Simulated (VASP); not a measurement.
# Bi (R-3m) in VASP: notebook, part 2 of 2

VASP 6.6.1.

## Step 3: Single point, PBE+D3(BJ) (volume scaled by 0.88, then relaxed in part)

File INCAR:

```
PREC = Accurate ; ENCUT = 520
EDIFF = 1E-6 ; ISMEAR = 0
SIGMA = 0.1 ; LREAL = False
LASPH = True ; NELM = 80
ALGO = Fast ; ISIF = 2
LWAVE = False ; LCHARG = False
GGA = PE ; IVDW = 12
NBANDS = 22
```

File KPOINTS:

```
regular mesh
0
Gamma
  12 12 12
```

File POSCAR:

```
Bi
1.0
    2.1929776303      1.2661162252      3.6515243994
   -2.1929776303      1.2661162252      3.6515243994
    0.0000000000     -2.5322324504      3.6515243993
Bi
2
Direct
    0.2430100784      0.2430100784      0.2430100784
    0.7569899216      0.7569899216      0.7569899216
```

Potentials or basis: VASP PAW PBE potentials, release 64 (Bi_d).

Run with:

```sh
> cat potpaw_PBE.64/Bi_d/POTCAR > POTCAR
> mpirun -np 1 vasp_std > vasp.out
```

OUTCAR:

```text
PREC = Accurate
   ENCUT = 520
   EDIFF = 1E-6
   ISMEAR = 0
   LREAL = False
   LASPH = True
   NELM = 80
   ISIF = 2
   GGA = PE
   IVDW = 12
 IVDW          = 12

 ion  position               nearest neighbor table
   1  0.243  0.243  0.243-   2 3.03   2 3.03   2 3.03   2 3.21   2 3.21   2 3.21
   2  0.757  0.757  0.757-   1 3.03   1 3.03   1 3.03   1 3.21   1 3.21   1 3.21

  LATTYP: Found a trigonal (rhomboedric) cell.
 ALAT       =     4.4436282048
 COS(alpha) =     0.5128945715

  Lattice vectors:

 A1 = (   2.1929776303,   1.2661162252,   3.6515243994)
 A2 = (  -2.1929776303,   1.2661162252,   3.6515243994)
 A3 = (   0.0000000000,  -2.5322324504,   3.6515243993)

Analysis of symmetry for initial positions (statically):
=====================================================================
 Subroutine PRICEL returns:
 Original cell was already a primitive cell.

 Routine SETGRP: Setting up the symmetry group for a
 trigonal (rhombohedral) supercell.

 Subroutine GETGRP returns: Found 12 space group operations
 (whereof 12 operations were pure point group operations)
 out of a pool of 12 trial point group operations.

The static configuration has the point symmetry D_3d.

Analysis of symmetry for dynamics (positions and initial velocities):
=====================================================================
 Subroutine PRICEL returns:
 Original cell was already a primitive cell.

 Routine SETGRP: Setting up the symmetry group for a
 trigonal (rhombohedral) supercell.

 Subroutine GETGRP returns: Found 12 space group operations
 (whereof 12 operations were pure point group operations)
 out of a pool of 12 trial point group operations.

The dynamic configuration has the point symmetry D_3d.

 Subroutine INISYM returns: Found 12 space group operations
 (whereof 12 operations are pure point group operations),
 and found     1 'primitive' translations

----------------------------------------------------------------------------------------

                                     Primitive cell

  volume of cell :      60.8322

  direct lattice vectors                    reciprocal lattice vectors
     2.192977630  1.266116225  3.651524399     0.228000502  0.131636151  0.091286076
    -2.192977630  1.266116225  3.651524399    -0.228000502  0.131636151  0.091286076
     0.000000000 -2.532232450  3.651524399     0.000000000 -0.263272302  0.091286076

  length of vectors
     4.443628205  4.443628205  4.443628205     0.278649336  0.278649336  0.278649336

  position of ions in fractional coordinates (direct lattice)
     0.243010078  0.243010078  0.243010078
     0.756989922  0.756989922  0.756989922

  ion indices of the primitive-cell ions
   primitive index   ion index
                 1           1
                 2           2

----------------------------------------------------------------------------------------

 KPOINTS: regular mesh

Automatic generation of k-mesh.
 Grid dimensions read from file:
 generate k-points for:   12   12   12

 Generating k-lattice:

  Cartesian coordinates                     Fractional coordinates (reciprocal lattice)
     0.019000042  0.010969679  0.007607173     0.083333333 -0.000000000  0.000000000
    -0.019000042  0.010969679  0.007607173    -0.000000000  0.083333333  0.000000000
     0.000000000 -0.021939359  0.007607173     0.000000000  0.000000000  0.083333333

  Length of vectors
     0.023220778  0.023220778  0.023220778

  Shift w.r.t. Gamma in fractional coordinates (k-lattice)
     0.000000000  0.000000000  0.000000000

 Subroutine IBZKPT returns following result:
 ===========================================

 Found    189 irreducible k-points:

 Following reciprocal coordinates:
            Coordinates               Weight
  0.000000  0.000000  0.000000      1.000000
  0.083333 -0.000000  0.000000      6.000000
  0.166667 -0.000000  0.000000      6.000000
  0.250000  0.000000 -0.000000      6.000000
  0.333333  0.000000  0.000000      6.000000
  0.416667  0.000000  0.000000      6.000000
[... 16 lines left out ...]
  0.500000  0.166667  0.000000     12.000000
 -0.416667  0.166667 -0.000000     12.000000
 [... further k-points ...]
   k-points           NKPTS =    189   k-points in BZ     NKDIM =    189   number of bands    NBANDS=     22
   number of dos      NEDOS =    301   number of ions     NIONS =      2
   total plane-waves  NPLWV =  46656
   dimension x,y,z NGX =    36 NGY =   36 NGZ =   36
   dimension x,y,z NGXF=    72 NGYF=   72 NGZF=   72
   ions per type =               2
   NGX,Y,Z   is equivalent  to a cutoff of  13.47, 13.47, 13.47 a.u.
   NGXF,Y,Z  is equivalent  to a cutoff of  26.94, 26.94, 26.94 a.u.
 SYSTEM =  unknown system
   PREC   = accura    normal or accurate (medium, high low for compatibility)
   ISTART =      0    job   : 0-new  1-cont  2-samecut
   ICHARG =      2    charge: 1-file 2-atom 10-const
   ISPIN  =      1    spin polarized calculation?
   LNONCOLLINEAR =      F non collinear calculations
   LSORBIT =      F    spin-orbit coupling
   LASPH  =      T    aspherical Exc in radial PAW
   ENCUT  =  520.0 eV  38.22 Ry    6.18 a.u.   8.26  8.26  8.26*2*pi/ulx,y,z
   NELM   =     80;   NELMIN=  2; NELMDL= -5     # of ELM steps
   EDIFF  = 0.1E-05   stopping-criterion for ELM
   LREAL  =      F    real-space projection
   EDIFFG = 0.1E-04   stopping-criterion for IOM
   NSW    =      0    number of steps for IOM
   IBRION =     -1    ionic relax: 0-MD 1-quasi-New 2-CG
   NFREE  =      0    steps in history (QN), initial steepest desc. (CG)
   ISIF   =      2    stress and relaxation
   ISYM   =      2    0-nonsym 1-usesym 2-fastsym
   POTIM  = 0.5000    time-step for ionic-motion
   TEBEG  =    0.0;   TEEND  =   0.0 temperature during run
   PSTRESS=    0.0 pullay stress
   NELECT =      30.0000    total number of electrons
   NUPDOWN=      -1.0000    fix difference up-down
   EMIN   =  10.00;   EMAX   =-10.00  energy-range for DOS
   EFERMI =   0.00;   METHOD = LEGACY
   ISMEAR =     0;   SIGMA  =   0.10  broadening in eV -4-tet -1-fermi 0-gaus
   EFERMI_NEDOS =   21; number of points for ismear=-14 and -15
   IALGO  =     68    algorithm
   IMIX   =      4    mixing-type and parameters
     AMIX     =   0.40;   BMIX     =  1.00
     AMIX_MAG =   1.60;   BMIX_MAG =  1.00
  volume/ion in A,a.u.               =      30.42       205.26
  Fermi-wavevector in a.u.,A,eV,Ry     =   1.293414  2.444198 22.761450  1.672919
  Thomas-Fermi vector in A             =   2.425061
   LORBIT       =      0    0 simple, 1 ext, 2 COOP (PROOUT), +10 PAW based schemes
   GGA     = PE    functional components
   LHFCALC =     F    Hartree Fock is set to
   AEXX    =    0.0000 exact exchange contribution
   IVDW    =    12    specifies the selected vdW correction
   LEPSILON=     F    determine dielectric tensor
   LRPA    =     F    only Hartree local field effects (RPA)
 non-spin polarized calculation
 RMM-DIIS sequential band-by-band and
 Gauss-broadening in eV      SIGMA  =   0.10
  energy-cutoff  :      520.00
  volume of cell :       60.83
 maximum number of plane-waves:      1658
 NGX is ok and might be reduce to    36
   NGX = 17   NGY = 17   NGZ = 17

 number of electron      30.0000006 magnetization

 Free energy of the ion-electron system (eV)
  ---------------------------------------------------
  ext. energy  EPLUGINS =         0.00000000
  ---------------------------------------------------
  free energy    TOTEN  =        -7.45474683 eV

  energy without entropy =       -7.45192767  energy(sigma->0) =       -7.45333725

 E-fermi :   8.1670     XC(G=0): -10.2497

 val. band max:        8.1445824718   @ k =  -0.3333   0.5000   0.3333
 cond. band min:       8.1676752797   @ k =   0.5000   0.0000  -0.0000
 fundamental gap:      0.0230928078
 Fermi energy:         8.1670138249

 k-point     1 :       0.0000    0.0000    0.0000
  band No.  band energies     occupation
      1     -15.0804      2.00000
      2     -15.0804      2.00000
      3     -14.8673      2.00000
      4     -14.8673      2.00000
      5     -14.8643      2.00000
      6     -14.5944      2.00000
[... 14 lines left out ...]
     21      13.6179      0.00000
     22      14.1989      0.00000
[... 552 lines left out ...]
  band No.  band energies     occupation
      1     -14.9121      2.00000
      2     -14.8267      2.00000
      3     -14.7732      2.00000
      4     -14.7589      2.00000
      5     -14.7574      2.00000
      6     -14.7156      2.00000
[... 14 lines left out ...]
     21      16.2742      0.00000
     22      18.9689      0.00000

 [... further k-points ...]

------------------------ aborting loop because EDIFF is reached ----------------------------------------

 Edisp (eV)   -1.05197

 E8    (eV) :    -0.5220

  FORCE on cell =-STRESS in cart. coord.  units (eV):
  Direction    XX          YY          ZZ          XY          YZ          ZX
  --------------------------------------------------------------------------------------
  -------------------------------------------------------------------------------------
  Total       2.73480     2.73480     2.68279     0.00000     0.00000     0.00000
  in kB      72.02827    72.02827    70.65845     0.00000     0.00000     0.00000
  external pressure =       71.57 kB  Pullay stress =        0.00 kB

 VOLUME and BASIS-vectors are now :
 -----------------------------------------------------------------------------
  energy-cutoff  :      520.00
  volume of cell :       60.83
      direct lattice vectors                 reciprocal lattice vectors
     2.192977630  1.266116225  3.651524399     0.228000502  0.131636151  0.091286076
    -2.192977630  1.266116225  3.651524399    -0.228000502  0.131636151  0.091286076
     0.000000000 -2.532232450  3.651524399     0.000000000 -0.263272302  0.091286076

 POSITION                                       TOTAL-FORCE (eV/Angst)
 -----------------------------------------------------------------------------------
      0.00000      0.00000      2.66207         0.000000      0.000000      0.001658
      0.00000      0.00000      8.29250         0.000000      0.000000     -0.001658
 -----------------------------------------------------------------------------------
    total drift:                               -0.000000     -0.000000      0.000000

  FREE ENERGIE OF THE ION-ELECTRON SYSTEM (eV)
  ---------------------------------------------------
  free  energy   TOTEN  =        -8.5067197775 eV

  energy  without entropy=       -8.5039006153  energy(sigma->0) =       -8.50531020
```

It took 3.7 min on 1 thread of Intel Xeon Platinum 8488C (Sapphire Rapids), shared host; peak memory 0.35 GiB.

What came out:

| Quantity | Value |
| --- | --- |
| Free energy | -8.5067 eV |
| Pressure | 7.2 GPa |
| Band gap on the k mesh | zero (band 15 reaches 8.21 eV, above the bottom of band 16 at 7.91 eV) |
| Dispersion energy per atom | -0.526 eV |

Stress tensor (GPa, compression positive):
```
7.20 0.00 0.00
0.00 7.20 0.00
0.00 0.00 7.07
```

Caveat: spin-orbit coupling is left out, which moves the levels of the heavy elements; pairwise dispersion overbinds metals, which lowers pressure and volume.

## Step 4: Single point, PBE+D3(BJ) (volume scaled by 0.91, then relaxed in part)

File INCAR:

```
ALGO     = Fast           # electronic algorithm
EDIFF    = 1E-6           # SCF threshold, eV
ENCUT    = 520            # plane-wave cutoff, eV
GGA      = PE             # functional
ISIF     = 2              # what is computed and relaxed
ISMEAR   = 0              # smearing method
IVDW     = 12             # dispersion correction
LASPH    = T              # aspherical terms in the spheres
LCHARG   = F              # write CHGCAR
LREAL    = F              # projectors in reciprocal space
LWAVE    = F              # write WAVECAR
NBANDS   = 22             # bands
NELM     = 100            # most SCF steps
PREC     = Accurate       # precision mode
SIGMA    = 0.1            # smearing width, eV
```

File KPOINTS:

```
k-points
0
Gamma
  12 12 12
```

File POSCAR:

```
Bi
1.0
    2.2154817241      1.2791089698      3.6996870273
   -2.2154817241      1.2791089698      3.6996870273
    0.0000000000     -2.5582179396      3.6996870273
Bi
2
Direct
    0.2414717452      0.2414717452      0.2414717452
    0.7585282548      0.7585282548      0.7585282548
```

Run with:

```sh
> cat potpaw_PBE.64/Bi_d/POTCAR > POTCAR
> mpirun -np 1 vasp_std > vasp.out
```

It took 3.9 min on 1 thread of Intel Xeon Platinum 8488C (Sapphire Rapids), shared host; peak memory 0.35 GiB.

The run converged. Its results:

* Free energy: -8.5846 eV
* Pressure: 4.8 GPa
* Band gap on the k mesh: zero (band 15 reaches 7.74 eV, above the bottom of band 16 at 7.47 eV)
* Dispersion energy per atom: -0.509 eV

Stress tensor (GPa, compression positive):
```
4.83 0.00 0.00
0.00 4.83 0.00
0.00 0.00 4.74
```

Levels at points of the mesh, in eV from the Fermi level:
```
           k point  band 13  band 14  band 15  band 16  band 17  band 18
(0.00, 0.00, 0.00)    -1.65    -1.49    -1.49     3.13     3.27     3.27
(0.50, 0.00, 0.00)    -0.90    -0.88    -0.33    -0.26     0.11     0.35
(0.50, 0.50, 0.00)    -5.52    -3.54    -3.45     2.36     5.50     5.64
(0.50, 0.50, 0.50)    -0.69    -0.55    -0.55     0.14     0.14     0.28
```

Caveat: spin-orbit coupling is left out, which moves the levels of the heavy elements; pairwise dispersion overbinds metals, which lowers pressure and volume.

## Step 5: Single point, PBE+D3(BJ) (volume scaled by 0.94, then relaxed in part)

File INCAR:

```
SYSTEM = Bi
ALGO = Fast ; EDIFF = 1E-7
ENCUT = 520 ; GGA = PE
ISIF = 2 ; ISMEAR = 0
IVDW = 12 ; LASPH = .True.
LCHARG = .True. ; LELF = .True.
LREAL = .False. ; LVHAR = .True.
LWAVE = .False. ; NBANDS = 22
NELM = 60 ; PREC = Accurate
SIGMA = 0.1
```

File KPOINTS:

```
k-points
0
Gamma
  12 12 12
  0 0 0
```

File POSCAR:

```
Bi
1.0
    2.2333423234      1.2894207916      3.7607736843
   -2.2333423234      1.2894207916      3.7607736843
    0.0000000000     -2.5788415832      3.7607736843
Bi
2
Direct
    0.2400385588      0.2400385588      0.2400385588
    0.7599614412      0.7599614412      0.7599614412
```

Run with:

```sh
> cat potpaw_PBE.64/Bi_d/POTCAR > POTCAR
> mpirun -np 1 vasp_std > vasp.out
```

Wall time 4.2 min (1 thread of Intel Xeon Platinum 8488C (Sapphire Rapids), shared host); peak memory 0.36 GiB.

It converged, with:

- Free energy: -8.6345 eV
- Pressure: 2.9 GPa
- Band gap on the k mesh: zero (band 15 reaches 7.30 eV, above the bottom of band 16 at 7.05 eV)
- Dispersion energy per atom: -0.492 eV

Forces in eV/Å, atoms in the order of the input:
```
Bi   0.000  0.000  0.002
Bi   0.000  0.000 -0.002
```

Stress tensor (GPa, compression positive):
```
2.88 0.00 0.00
0.00 2.88 0.00
0.00 0.00 2.79
```

Levels at points of the mesh, in eV from the Fermi level:
| k point | band 11 | band 12 | band 13 | band 14 | band 15 | band 16 | band 17 | band 18 | band 19 | band 20 |
| --- | --- | --- | --- | --- | --- | --- | --- | --- | --- | --- |
| (0.00, 0.00, 0.00) | -13.58 | -7.20 | -1.61 | -1.41 | -1.41 | 3.00 | 3.19 | 3.19 | 5.40 | 5.55 |
| (0.50, 0.00, 0.00) | -11.35 | -10.93 | -0.99 | -0.93 | -0.31 | -0.26 | 0.19 | 0.49 | 8.05 | 8.70 |
| (0.50, 0.50, 0.00) | -11.49 | -9.41 | -5.28 | -3.39 | -3.29 | 2.41 | 5.32 | 5.52 | 7.50 | 9.80 |
| (0.50, 0.50, 0.50) | -11.82 | -10.54 | -0.74 | -0.54 | -0.54 | 0.27 | 0.27 | 0.38 | 7.68 | 9.06 |

Caveat: spin-orbit coupling is left out, which moves the levels of the heavy elements; pairwise dispersion overbinds metals, which lowers pressure and volume.

## Step 6: Single point, PBE+D3(BJ) (volume scaled by 0.97, then relaxed in part)

File INCAR:

```
PREC = Accurate
ENCUT = 520
EDIFF = 1E-6
ISMEAR = 0
SIGMA = 0.1
LREAL = F
LASPH = T
NELM = 80
ALGO = Fast
ISIF = 2
LWAVE = F
LCHARG = F
GGA = PE
IVDW = 12
NBANDS = 22
```

File KPOINTS:

```
Automatic mesh
0
Gamma
  12 12 12
```

File POSCAR:

```
Bi
1.0
    2.2491422592      1.2985428888      3.8264656679
   -2.2491422592      1.2985428888      3.8264656679
    0.0000000000     -2.5970857776      3.8264656679
Bi
2
Direct
    0.2385673326      0.2385673326      0.2385673326
    0.7614326674      0.7614326674      0.7614326674
```

Potentials or basis: VASP PAW PBE potentials, release 64 (Bi_d).

Run with:

```sh
> cat potpaw_PBE.64/Bi_d/POTCAR > POTCAR
> mpirun -np 1 vasp_std > vasp.out
```

It took 3.8 min on 1 thread of Intel Xeon Platinum 8488C (Sapphire Rapids), shared host; peak memory 0.37 GiB.

Results (log left out):

| Quantity | Value |
| --- | --- |
| Free energy | -8.6613 eV |
| Pressure | 1.3 GPa |
| Largest force | 0.004 eV/Å |
| Band gap on the k mesh | zero (band 15 reaches 6.88 eV, above the bottom of band 16 at 6.65 eV) |
| Dispersion energy per atom | -0.477 eV |

Forces in eV/Å, atoms in the order of the input:
```
Bi   0.000  0.000  0.004
Bi   0.000  0.000 -0.004
```

Stress tensor (GPa, compression positive):
```
1.33 0.00 0.00
0.00 1.33 0.00
0.00 0.00 1.21
```

Levels at points of the mesh, in eV from the Fermi level:
```tsv
k point	band 13	band 14	band 15	band 16	band 17	band 18
(0.00, 0.00, 0.00)	-1.57	-1.31	-1.31	2.88	3.11	3.11
(0.50, 0.00, 0.00)	-1.07	-0.97	-0.29	-0.25	0.27	0.64
(0.50, 0.50, 0.00)	-5.05	-3.25	-3.12	2.45	5.16	5.44
(0.50, 0.50, 0.50)	-0.77	-0.53	-0.53	0.40	0.40	0.48
```

Caveat: spin-orbit coupling is left out, which moves the levels of the heavy elements; pairwise dispersion overbinds metals, which lowers pressure and volume.

## Step 7: Summary

```tsv
cell	k mesh	gap on the mesh (eV)	pressure (GPa)
a = 4.729 Å, angles 57.3°, 2 atoms	6 × 6 × 6	none	0.0
a = 4.444 Å, angles 59.1°, 2 atoms	12 × 12 × 12	none	7.2
a = 4.498 Å, angles 59.0°, 2 atoms	12 × 12 × 12	none	4.8
a = 4.560 Å, angles 58.7°, 2 atoms	12 × 12 × 12	none	2.9
a = 4.625 Å, angles 58.2°, 2 atoms	12 × 12 × 12	none	1.3
```

Alike in all rows: task single point; level PBE+D3(BJ); potentials or basis VASP PAW PBE potentials, release 64 (Bi_d); no spin polarisation; cutoff (eV) 520; smearing gaussian 0.1 eV.

Caveats: spin-orbit coupling is left out, which moves the levels of the heavy elements; pairwise dispersion overbinds metals, which lowers pressure and volume.

Absolute energies hang on the potentials; compare differences alone.
